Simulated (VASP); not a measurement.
# LaTe4 (R3m) in VASP: further runs, part 2 of 2

VASP 6.6.1. The steps go on from the part before.

## Step 4: Relaxation of cell and atoms, PBE

Contents of INCAR:

```
SYSTEM = LaTe4
PREC = Accurate
ENCUT = 600
EDIFF = 1E-6
ISMEAR = 0
SIGMA = 0.1
LREAL = .False.
LASPH = .True.
NELM = 80
ALGO = Normal
ISIF = 3
LWAVE = .False.
LCHARG = .False.
GGA = PE
IBRION = 2
NSW = 90
EDIFFG = -0.04
```

Contents of KPOINTS:

```
regular mesh
0
Gamma
  3 3 3
  0 0 0
```

Contents of POSCAR:

```
LaTe4
1.0
    3.5946105300      2.0753493600      3.9727680800
   -3.5946105300      2.0753493600      3.9727680800
    0.0000000000     -4.1506987200      3.9727680800
La Te
1 4
Direct
    0.0424029500      0.0424029500      0.0424029500
    0.0569729300      0.4862052200      0.0569729300
    0.0569729300      0.0569729300      0.4862052200
    0.4862052200      0.0569729300      0.0569729300
    0.4280927900      0.4280927900      0.4280927900
```

Potentials or basis: VASP PAW PBE potentials, release 64 (La, Te).

Command:

```bash
$ cat potpaw_PBE.64/La/POTCAR potpaw_PBE.64/Te/POTCAR > POTCAR
$ mpirun -np 1 vasp_std > vasp.out
```

OUTCAR:

```text
SYSTEM = LaTe4
   PREC = Accurate
   ENCUT = 600
   EDIFF = 1E-6
   ISMEAR = 0
   LREAL = .False.
   LASPH = .True.
   NELM = 80
   ISIF = 3
   GGA = PE
   IBRION = 2
   NSW = 90
   EDIFFG = -0.04

 ion  position               nearest neighbor table
   1  0.042  0.042  0.042-   2 2.59   4 2.59   3 2.59   2 3.16   4 3.16   3 3.16
   2  0.057  0.486  0.057-   1 2.59   4 3.09   3 3.09   1 3.16   5 3.25
   3  0.057  0.057  0.486-   1 2.59   2 3.09   4 3.09   1 3.16   5 3.25
   4  0.486  0.057  0.057-   1 2.59   2 3.09   3 3.09   1 3.16   5 3.25
   5  0.428  0.428  0.428-   2 3.25   4 3.25   3 3.25

  LATTYP: Found a trigonal (rhomboedric) cell.
 ALAT       =     5.7455361875
 COS(alpha) =     0.2171608215

  Lattice vectors:

 A1 = (   3.5946105300,   2.0753493600,   3.9727680800)
 A2 = (  -3.5946105300,   2.0753493600,   3.9727680800)
 A3 = (   0.0000000000,  -4.1506987200,   3.9727680800)

Analysis of symmetry for initial positions (statically):
[... 426 lines left out ...]
     21       6.1609      0.00000

[... ionic steps 4 to 35 ...]

--------------------------------------- Ionic step       36  -------------------------------------------

 number of electron      35.0000000 magnetization

------------------------ aborting loop because EDIFF is reached ----------------------------------------
[... 73 lines left out ...]
--------------------------------------- Ionic step       38  -------------------------------------------

 number of electron      35.0000001 magnetization

 Free energy of the ion-electron system (eV)
  ---------------------------------------------------
  ext. energy  EPLUGINS =         0.00000000
  ---------------------------------------------------
  free energy    TOTEN  =       -19.47774160 eV

  energy without entropy =      -19.44472233  energy(sigma->0) =      -19.46123197

 E-fermi :   4.8673     XC(G=0):  -8.3296

 val. band max:        4.8386837837   @ k =   0.3333  -0.0000   0.0000
 cond. band min:       4.8936279285   @ k =  -0.3333   0.3333   0.3333
 fundamental gap:      0.0549441448
 Fermi energy:         4.8672788149

 k-point     1 :       0.0000    0.0000    0.0000
  band No.  band energies     occupation
      1     -28.2489      2.00000
      2     -12.0616      2.00000
      3     -11.9878      2.00000
      4     -11.9878      2.00000
      5      -7.7932      2.00000
      6      -5.2390      2.00000
[... 165 lines left out ...]
  FREE ENERGIE OF THE ION-ELECTRON SYSTEM (eV)
  ---------------------------------------------------
  free  energy   TOTEN  =       -19.4777416035 eV

  energy  without entropy=      -19.4447223304  energy(sigma->0) =      -19.46123197

 reached required accuracy - stopping structural energy minimisation
```

CONTCAR:

```text
LaTe4
   1.00000000000000
     3.2631554761384387    1.8839836944427191    5.3680126302743503
    -3.2631554761384387    1.8839836944427191    5.3680126302743503
     0.0000000000000001   -3.7679673888854381    5.3680126302743503
  La              Te
     1     4
Direct
     0.0486089534376987    0.0486089534376987    0.0486089534376987
     0.0368670946161281    0.5661097308339645    0.0368670946136742
     0.0368670946136742    0.0368670946136742    0.5661097308364188
     0.5661097308339647    0.0368670946161281    0.0368670946136742
     0.3821939464985419    0.3821939464985419    0.3821939464985419

  0.00000000E+00  0.00000000E+00  0.00000000E+00
  0.00000000E+00  0.00000000E+00  0.00000000E+00
  0.00000000E+00  0.00000000E+00  0.00000000E+00
  0.00000000E+00  0.00000000E+00  0.00000000E+00
  0.00000000E+00  0.00000000E+00  0.00000000E+00
```

It took 11 min on 1 thread of Intel Xeon 6975P-C (Granite Rapids), shared host; peak memory 0.37 GiB.

What came out:

```yaml
Free_energy: -19.4777 eV
Relaxed_volume: 39.60 Å³/atom
Relaxed_cell: a = 6.558 Å, b = 6.558 Å, c = 6.558 Å, α = 59.68°, β = 59.68°, γ = 59.68°
Space_group_after_relaxing_to_0.05_Å: R3m (No. 160)
Energy_gained_by_relaxing: 947.5 meV/atom
Ionic_steps: 38
Pressure_after_relaxing: 0.0 GPa
Largest_force_after_relaxing: 0.018 eV/Å
```

Forces on the atoms (eV/Å):
```
La   0.000  0.000  0.012
Te   0.003 -0.002 -0.010
Te   0.000  0.003 -0.010
Te  -0.003 -0.002 -0.010
Te   0.000  0.000  0.018
```

The path:
```csv
step,energy change (eV),largest force (eV/Å),pressure (GPa),volume (Å³)
1,0.0000,10.8593,15.58,177.82
2,-1.9347,1.8549,-2.52,281.09
3,-3.4264,0.9574,-0.60,220.93
4,-3.4427,0.8290,-0.35,218.86
5,-3.4555,0.6022,0.20,214.87
6,-3.4551,0.6149,0.10,215.66
7,-3.5177,0.5318,-0.31,217.08
8,-3.6739,0.2950,-1.40,221.00
9,-3.7779,0.6007,-2.79,227.34
10,-3.7781,0.5485,-2.55,225.95
11,-3.8014,0.5747,-2.53,225.20
12,-3.8683,0.6522,-2.47,222.91
13,-3.9863,0.7899,-2.20,218.06
14,-4.1419,1.0481,-0.99,207.42
15,-3.5546,2.8980,6.29,182.99
16,-4.1244,1.1840,-0.50,205.25
17,-4.2069,1.0777,-0.48,203.21
18,-4.3930,0.7994,-0.14,196.97
19,-4.3834,0.2927,2.45,184.02
20,-4.4625,0.5338,0.69,191.20
21,-4.4645,0.4483,0.96,189.82
22,-4.5092,0.3162,0.01,193.90
23,-4.5211,0.2013,-0.91,198.46
24,-4.5599,0.1165,-0.78,197.09
25,-4.6095,0.3327,0.12,192.80
26,-4.6110,0.2472,-0.13,193.71
27,-4.6426,0.2791,0.12,192.18
28,-4.6592,0.2989,0.54,190.21
29,-4.6729,0.3249,-0.25,194.43
30,-4.6730,0.3259,-0.28,194.61
31,-4.6869,0.2997,-0.20,194.66
32,-4.7081,0.1917,0.17,194.77
33,-4.7229,0.1609,0.04,196.34
34,-4.7315,0.1428,-0.14,198.67
35,-4.7358,0.0871,0.17,197.07
36,-4.7358,0.0808,0.20,196.91
37,-4.7371,0.0163,-0.10,198.47
38,-4.7374,0.0181,-0.03,198.01
```

Final structure:
```
La Te
1.0
     3.26316    1.88398    5.36801
    -3.26316    1.88398    5.36801
     0.00000   -3.76797    5.36801
La Te
1 4
Direct
  0.04861 0.04861 0.04861
  0.03687 0.56611 0.03687
  0.03687 0.03687 0.56611
  0.56611 0.03687 0.03687
  0.38219 0.38219 0.38219
```

Caveat: the k points lie up to 0.39 Å⁻¹ apart in the final cell; spin-orbit coupling is left out, which moves the levels of the heavy elements.

## Step 5: Summary

```tsv
task	cell	cutoff (eV)	gap on the mesh (eV)	pressure (GPa)	largest force (eV/Å)
single point	a = 5.746 Å, angles 77.5°, 5 atoms	520	none	15.6	10.86
single point	a = 6.449 Å, angles 79.7°, 5 atoms	520	none	0.0	0.01
relaxation of cell and atoms	relaxed from a = 5.746 Å, angles 77.5°, 5 atoms	600	none	0.0	0.02
```

Alike in all rows: level PBE; potentials or basis VASP PAW PBE potentials, release 64 (La, Te); no spin polarisation; k mesh 3 × 3 × 3; smearing gaussian 0.1 eV.

Caveats: some runs use coarse meshes; spin-orbit coupling is left out, which moves the levels of the heavy elements; forces of over 1 eV/Å act on the atoms, so gaps and moduli don't describe the material at rest (some runs).

Absolute energies hang on the potentials; compare differences alone.
